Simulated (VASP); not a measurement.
# As in VASP: single point with PBE

Aim: the single point of As with PBE.

Everything below comes from runs of VASP 6.6.1. Logs are shortened: lines on timing, memory, paths and dates and some standing lists are left out, and cuts for length are marked.

## 1. The cell of the first run

The cell holds a slab with vacuum, 2 atoms: a = 3.575 Å, b = 3.575 Å, c = 26.416 Å, α = 90.00°, β = 90.00°, γ = 120.00°.

## 2. Single point, PBE

INCAR reads:

```
SYSTEM = As
  PREC = Accurate
  ENCUT = 520
  EDIFF = 1E-6
  ISMEAR = 0
  SIGMA = 0.01
  LREAL = .False.
  LASPH = .True.
  NELM = 120
  ALGO = Normal
  ISIF = 2
  LWAVE = .False.
  LCHARG = .True.
  LDIPOL = .True.
  IDIPOL = 3
  DIPOL = 0.5 0.5 0.347
  GGA = PE
  LELF = .True.
  LVHAR = .True.
  LVACPOTAV = .True.
  NBANDS = 22
  GGA_COMPAT = .False.
  NELMDL = -8
```

KPOINTS reads:

```
regular mesh
0
Gamma
  12 12 1
  0 0 0
```

POSCAR reads:

```
As
1.0
    3.5749087898      0.0000000000      0.0000000000
   -1.7874543949      3.0959618282      0.0000000000
    0.0000000000      0.0000000000     26.4156438000
As
2
Direct
    0.3333333333      0.6666666667      0.3206196301
    0.6666666667      0.3333333333      0.3724477825
```

Potentials or basis: VASP PAW PBE potentials, release 64 (As_d).

The run is started by

```console
$ cat potpaw_PBE.64/As_d/POTCAR > POTCAR
$ mpirun -np 1 vasp_std > vasp.out
```

OUTCAR:

```text
SYSTEM = As
   PREC = Accurate
   ENCUT = 520
   EDIFF = 1E-6
   ISMEAR = 0
   LREAL = .False.
   LASPH = .True.
   NELM = 120
   ISIF = 2
   GGA = PE
   NELMDL = -8

 ion  position               nearest neighbor table
   1  0.333  0.667  0.321-   2 2.48   2 2.48   2 2.48
   2  0.667  0.333  0.372-   1 2.48   1 2.48   1 2.48

  LATTYP: Found a hexagonal cell.
 ALAT       =     3.5749087898
 C/A-ratio  =     7.3891797954

  Lattice vectors:

 A1 = (   3.5749087898,   0.0000000000,   0.0000000000)
 A2 = (  -1.7874543949,   3.0959618282,   0.0000000000)
 A3 = (   0.0000000000,   0.0000000000,  26.4156438000)

Analysis of symmetry for initial positions (statically):
=====================================================================
 Subroutine PRICEL returns:
 Original cell was already a primitive cell.

 Routine SETGRP: Setting up the symmetry group for a
 hexagonal supercell.

 Subroutine GETGRP returns: Found 12 space group operations
 (whereof  6 operations were pure point group operations)
 out of a pool of 24 trial point group operations.

The static configuration has the point symmetry C_3v.
 The point group associated with its full space group is D_3d.

Analysis of symmetry for dynamics (positions and initial velocities):
=====================================================================
 Subroutine PRICEL returns:
 Original cell was already a primitive cell.

 Routine SETGRP: Setting up the symmetry group for a
 hexagonal supercell.

 Subroutine GETGRP returns: Found 12 space group operations
 (whereof  6 operations were pure point group operations)
 out of a pool of 24 trial point group operations.

The dynamic configuration has the point symmetry C_3v.
 The point group associated with its full space group is D_3d.

 Subroutine INISYM returns: Found 12 space group operations
 (whereof  6 operations are pure point group operations),
 and found     1 'primitive' translations

----------------------------------------------------------------------------------------

                                     Primitive cell

  volume of cell :     292.3626

  direct lattice vectors                    reciprocal lattice vectors
     3.574908790  0.000000000  0.000000000     0.279727417  0.161500699  0.000000000
    -1.787454395  3.095961828  0.000000000     0.000000000  0.323001398  0.000000000
     0.000000000  0.000000000 26.415643800     0.000000000  0.000000000  0.037856355

  length of vectors
     3.574908790  3.574908790 26.415643800     0.323001398  0.323001398  0.037856355

  position of ions in fractional coordinates (direct lattice)
     0.333333333  0.666666667  0.320619630
     0.666666667  0.333333333  0.372447782

  ion indices of the primitive-cell ions
   primitive index   ion index
                 1           1
                 2           2

----------------------------------------------------------------------------------------

 KPOINTS: regular mesh

Automatic generation of k-mesh.
 Grid dimensions read from file:
 generate k-points for:   12   12    1

 Generating k-lattice:

  Cartesian coordinates                     Fractional coordinates (reciprocal lattice)
     0.023310618  0.013458392  0.000000000     0.083333333 -0.000000000  0.000000000
     0.000000000  0.026916783  0.000000000     0.000000000  0.083333333  0.000000000
     0.000000000  0.000000000  0.037856355     0.000000000  0.000000000  1.000000000

  Length of vectors
     0.026916783  0.026916783  0.037856355

  Shift w.r.t. Gamma in fractional coordinates (k-lattice)
     0.000000000  0.000000000  0.000000000

 Subroutine IBZKPT returns following result:
 ===========================================

 Found     19 irreducible k-points:

 Following reciprocal coordinates:
            Coordinates               Weight
  0.000000  0.000000  0.000000      1.000000
  0.083333  0.000000  0.000000      6.000000
  0.166667  0.000000  0.000000      6.000000
  0.250000  0.000000  0.000000      6.000000
  0.333333  0.000000  0.000000      6.000000
  0.416667  0.000000  0.000000      6.000000
[... 11 lines left out ...]
  0.333333  0.250000  0.000000     12.000000
  0.333333  0.333333  0.000000      2.000000
   k-points           NKPTS =     19   k-points in BZ     NKDIM =     19   number of bands    NBANDS=     22
   number of dos      NEDOS =    301   number of ions     NIONS =      2
   total plane-waves  NPLWV = 153664
   dimension x,y,z NGX =    28 NGY =   28 NGZ =  196
   dimension x,y,z NGXF=    56 NGYF=   56 NGZF=  392
   ions per type =               2
   NGX,Y,Z   is equivalent  to a cutoff of  13.02, 13.02, 12.34 a.u.
   NGXF,Y,Z  is equivalent  to a cutoff of  26.04, 26.04, 24.67 a.u.
 SYSTEM =  As
   PREC   = accura    normal or accurate (medium, high low for compatibility)
   ISTART =      0    job   : 0-new  1-cont  2-samecut
   ICHARG =      2    charge: 1-file 2-atom 10-const
   ISPIN  =      1    spin polarized calculation?
   LNONCOLLINEAR =      F non collinear calculations
   LSORBIT =      F    spin-orbit coupling
   LASPH  =      T    aspherical Exc in radial PAW
   ENCUT  =  520.0 eV  38.22 Ry    6.18 a.u.   6.65  6.65 49.12*2*pi/ulx,y,z
   NELM   =    120;   NELMIN=  2; NELMDL= -8     # of ELM steps
   EDIFF  = 0.1E-05   stopping-criterion for ELM
   LREAL  =      F    real-space projection
   EDIFFG = 0.1E-04   stopping-criterion for IOM
   NSW    =      0    number of steps for IOM
   IBRION =     -1    ionic relax: 0-MD 1-quasi-New 2-CG
   NFREE  =      0    steps in history (QN), initial steepest desc. (CG)
   ISIF   =      2    stress and relaxation
   ISYM   =      2    0-nonsym 1-usesym 2-fastsym
   POTIM  = 0.5000    time-step for ionic-motion
   TEBEG  =    0.0;   TEEND  =   0.0 temperature during run
   PSTRESS=    0.0 pullay stress
   NELECT =      30.0000    total number of electrons
   NUPDOWN=      -1.0000    fix difference up-down
   EMIN   =  10.00;   EMAX   =-10.00  energy-range for DOS
   EFERMI =   0.00;   METHOD = LEGACY
   ISMEAR =     0;   SIGMA  =   0.01  broadening in eV -4-tet -1-fermi 0-gaus
   EFERMI_NEDOS =   21; number of points for ismear=-14 and -15
   IALGO  =     38    algorithm
   IMIX   =      4    mixing-type and parameters
     AMIX     =   0.40;   BMIX     =  1.00
     AMIX_MAG =   1.60;   BMIX_MAG =  1.00
  volume/ion in A,a.u.               =     146.18       986.48
  Fermi-wavevector in a.u.,A,eV,Ry     =   0.766434  1.448350  7.992345  0.587421
  Thomas-Fermi vector in A             =   1.866772
   LORBIT       =      0    0 simple, 1 ext, 2 COOP (PROOUT), +10 PAW based schemes
   GGA     = PE    functional components
   LHFCALC =     F    Hartree Fock is set to
   AEXX    =    0.0000 exact exchange contribution
   IVDW    =     0    specifies the selected vdW correction
   LEPSILON=     F    determine dielectric tensor
   LRPA    =     F    only Hartree local field effects (RPA)
 non-spin polarized calculation
 Gauss-broadening in eV      SIGMA  =   0.01
  energy-cutoff  :      520.00
  volume of cell :      292.36
 maximum number of plane-waves:      7971
 NGX is ok and might be reduce to    28
   NGX = 13   NGY = 13   NGZ = 99

 dipolmoment           0.000000      0.000000      0.000000 electrons x Angstroem

 number of electron      29.9999994 magnetization

 dipolmoment           0.000000      0.000000     -0.000002 electrons x Angstroem

 Free energy of the ion-electron system (eV)
  ---------------------------------------------------
  ext. energy  EPLUGINS =         0.00000000
  ---------------------------------------------------
  free energy    TOTEN  =        -9.35074003 eV

  energy without entropy =       -9.35074003  energy(sigma->0) =       -9.35074003

 E-fermi :  -4.1275     XC(G=0):  -2.0941

 val. band max:       -4.2357459867   @ k =   0.0000   0.0000   0.0000
 cond. band min:      -2.5561169280   @ k =   0.3333   0.0000   0.0000
 fundamental gap:      1.6796290588
 Fermi energy:        -4.1275066669

 k-point     1 :       0.0000    0.0000    0.0000
  band No.  band energies     occupation
      1     -39.3399      2.00000
      2     -39.3399      2.00000
      3     -39.2972      2.00000
      4     -39.2972      2.00000
      5     -39.2424      2.00000
      6     -39.2167      2.00000
[... 14 lines left out ...]
     21       1.3732      0.00000
     22       1.6756      0.00000

 k-point     2 :       0.0833    0.0000    0.0000
  band No.  band energies     occupation
      1     -39.3398      2.00000
      2     -39.3378      2.00000
      3     -39.2967      2.00000
      4     -39.2955      2.00000
      5     -39.2423      2.00000
      6     -39.2179      2.00000
[... 14 lines left out ...]
     21       1.4816      0.00000
     22       1.7872      0.00000

 k-point     3 :       0.1667    0.0000    0.0000
  band No.  band energies     occupation
      1     -39.3392      2.00000
      2     -39.3317      2.00000
      3     -39.2949      2.00000
      4     -39.2905      2.00000
      5     -39.2419      2.00000
      6     -39.2212      2.00000
[... 14 lines left out ...]
     21       1.8037      0.00000
     22       2.1123      0.00000

 k-point     4 :       0.2500    0.0000    0.0000
  band No.  band energies     occupation
      1     -39.3384      2.00000
      2     -39.3231      2.00000
      3     -39.2913      2.00000
      4     -39.2831      2.00000
      5     -39.2414      2.00000
      6     -39.2266      2.00000
[... 14 lines left out ...]
     21       2.3396      0.00000
     22       2.6211      0.00000

 k-point     5 :       0.3333    0.0000    0.0000
  band No.  band energies     occupation
      1     -39.3374      2.00000
      2     -39.3147      2.00000
      3     -39.2843      2.00000
      4     -39.2740      2.00000
      5     -39.2419      2.00000
      6     -39.2338      2.00000
[... 292 lines left out ...]
 k-point    17 :       0.2500    0.2500    0.0000
  band No.  band energies     occupation
      1     -39.3383      2.00000
      2     -39.2960      2.00000
      3     -39.2819      2.00000
      4     -39.2609      2.00000
      5     -39.2493      2.00000
      6     -39.2397      2.00000
[... 14 lines left out ...]
     21       4.0109      0.00000
     22       4.3421      0.00000

 k-point    18 :       0.3333    0.2500    0.0000
  band No.  band energies     occupation
      1     -39.3383      2.00000
      2     -39.2895      2.00000
      3     -39.2753      2.00000
      4     -39.2600      2.00000
      5     -39.2503      2.00000
      6     -39.2416      2.00000
[... 14 lines left out ...]
     21       4.4616      0.00000
     22       4.9509      0.00000

 k-point    19 :       0.3333    0.3333    0.0000
  band No.  band energies     occupation
      1     -39.3385      2.00000
      2     -39.2794      2.00000
      3     -39.2793      2.00000
      4     -39.2654      2.00000
      5     -39.2421      2.00000
      6     -39.2398      2.00000
[... 14 lines left out ...]
     21       4.8240      0.00000
     22       5.6169      0.00000

------------------------ aborting loop because EDIFF is reached ----------------------------------------

  FORCE on cell =-STRESS in cart. coord.  units (eV):
  Direction    XX          YY          ZZ          XY          YZ          ZX
  --------------------------------------------------------------------------------------
  -------------------------------------------------------------------------------------
  Total        0.5890757      0.5890757      0.5744236      0.0000000     -0.0000000      0.0000000
  in kB        3.2281961      3.2281961      3.1479013      0.0000000     -0.0000000      0.0000000
  external PRESSURE =       3.2014312 kB  Pullay stress =       0.0000000 kB

 VOLUME and BASIS-vectors are now :
 -----------------------------------------------------------------------------
  energy-cutoff  :      520.00
  volume of cell :      292.36
      direct lattice vectors                 reciprocal lattice vectors
     3.574908790  0.000000000  0.000000000     0.279727417  0.161500699  0.000000000
    -1.787454395  3.095961828  0.000000000     0.000000000  0.323001398  0.000000000
     0.000000000  0.000000000 26.415643800     0.000000000  0.000000000  0.037856355

 POSITION                                       TOTAL-FORCE (eV/Angst)
 -----------------------------------------------------------------------------------
     -0.00000      2.06397      8.46937         0.000000     -0.000000     -0.422540
      1.78745      1.03199      9.83845        -0.000000      0.000000      0.422540
 -----------------------------------------------------------------------------------
    total drift:                                0.000000     -0.000000     -0.000136

  FREE ENERGIE OF THE ION-ELECTRON SYSTEM (eV)
  ---------------------------------------------------
  free  energy   TOTEN  =        -9.3507400320 eV

  energy  without entropy=       -9.3507400320  energy(sigma->0) =       -9.35074003

 vacuum level on the upper side and lower side of the slab         1.206         1.206
```

Wall time 6.3 min (1 thread of Intel Xeon Platinum 8259CL at 2.50GHz (Skylake/Cascade Lake), shared host); peak memory 0.41 GiB.

Results:

| Item | Value |
| --- | --- |
| Free energy | -9.3507 eV |
| Largest force | 0.423 eV/Å |
| Band gap on the k mesh | 1.68 eV (least direct gap 2.07 eV) |

Forces in eV/Å, atoms in the order of the input:
```
As   0.000  0.000 -0.423
As   0.000  0.000  0.423
```

Levels at points of the mesh, in eV from the valence-band top:
```
           k point  band 11  band 12  band 13  band 14  band 15  band 16  band 17  band 18  band 19  band 20
(0.00, 0.00, 0.00)   -13.65    -7.09    -0.49     0.00     0.00     2.07     3.61     3.61     4.91     5.18
(0.50, 0.00, 0.00)   -11.13    -9.14    -3.39    -1.93    -1.52     2.01     3.28     4.71     6.38     8.43
```
